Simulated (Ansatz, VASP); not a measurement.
**Two plane-wave programs on In2O**

Contents of INCAR:

```
SYSTEM = In2O
ALGO = Normal
EDIFF = 1E-8
ENCUT = 520
GGA = PE
ISIF = 2
ISMEAR = -1
LASPH = .True.
LCHARG = .False.
LEFG = .True.
LREAL = .False.
LWAVE = .False.
NBANDS = 41
NELM = 80
PREC = Accurate
SIGMA = 0.15
```

Contents of KPOINTS:

```
k-points
0
Gamma
  12 12 4
  0 0 0
```

File POSCAR:

```
In2O
1.0
    3.4330555846      0.0000000000      0.0000000000
   -1.7165277923      2.9731133489      0.0000000000
    0.0000000000      0.0000000000     12.7039100544
In O
4 2
Direct
    0.0000000000      0.0000000000      0.3826866169
    0.0000000000      0.0000000000      0.6173133831
    0.6666666667      0.3333333333      0.1160366589
    0.3333333333      0.6666666667      0.8839633411
    0.6666666667      0.3333333333      0.3070938034
    0.3333333333      0.6666666667      0.6929061966
```

Input for Ansatz:

```yaml
crystal:
  lattice:
    - [3.4330555846, 0.0, 0.0]
    - [-1.7165277923, 2.9731133489, 0.0]
    - [0.0, 0.0, 12.7039100544]
  atoms:
    - { symbol: In, position: [0.0, 0.0, 0.3826866169] }
    - { symbol: In, position: [0.0, 0.0, 0.6173133831] }
    - { symbol: In, position: [0.6666666667, 0.3333333333, 0.1160366589] }
    - { symbol: In, position: [0.3333333333, 0.6666666667, 0.8839633411] }
    - { symbol: O, position: [0.6666666667, 0.3333333333, 0.3070938034] }
    - { symbol: O, position: [0.3333333333, 0.6666666667, 0.6929061966] }
basis:
  ecutwfc: 420
kpoints:
  mp_grid: { grid: [12, 12, 4] }
hamiltonian:
  xc: pbe
scf:
  occupations: { method: fermi_dirac, width: 0.15 }
output:
  forces: true
  stress: true
  eigenvalues: true
  efg: {}
checkpoint:
  read: start.run
  write: ck
  compress: false
  write_wavefunctions: false
  write_every: 100000
```

Alike in both runs: task electric field gradients; functional PBE; k mesh 12 × 12 × 4; occupations fermi-dirac, width 0.15 eV; no spin polarisation.

|  | VASP | Ansatz |
| --- | --- | --- |
| version | VASP 6.6.1 | Ansatz 0.2.0 |
| potentials or method | VASP PAW PBE potentials, release 64 (In_d, O), cutoff 520 eV | scalar-relativistic, plane waves, PAW |
| valence electrons in the cell | 64 | 64 |

```tsv
	VASP	Ansatz	Ansatz less VASP
gap on the k mesh at the Fermi level (eV)	none	none	-
pressure (GPa)	0.1	0.0	-0.09
traceless stress, the component that is largest in VASP (GPa)	-0.05	0.00	+0.050
rms of the force components (eV/Å)	0.017	0.000	-0.0163
size of Vzz on the site where it differs most (V/Å²)	49.9	47.8	-2.04
```

Atom by atom the forces differ by 0.017 eV/Å (rms over components). A gap of «none» marks a metal or a gap that the smearing closes.
